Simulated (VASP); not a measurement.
Runs of VASP 6.6.1 on Be. The structure is that of space group Fm-3m (No. 225), or close to it. The cells are those of the table. 

```tsv
task	cell	cutoff (eV)	k mesh for the DOS	occupations for the DOS	gap on the mesh (eV)	pressure (GPa)
single point	a = 1.645 Å, angles 60.0°, 1 atom	520	-	-	none	(a)
relaxation of cell and atoms	relaxed from a = 2.236 Å, angles 60.0°, 1 atom	600	-	-	none	-0.1
single point	a = 2.156 Å, angles 60.0°, 1 atom	520	-	-	none	15.4
single point	a = 2.233 Å, angles 60.0°, 1 atom	520	-	-	none	0.1
single point	a = 1.772 Å, angles 60.0°, 1 atom	520	-	-	none	268.3
```

Alike in all rows: level PBE; potentials or basis VASP PAW PBE potentials, release 64 (Be); no spin polarisation; k mesh 20 × 20 × 20; smearing fermi-dirac 0.08 eV.

Estimate the missing entries.

(a) 513.5.

A gap of «none» marks levels without a gap at the run's occupations.
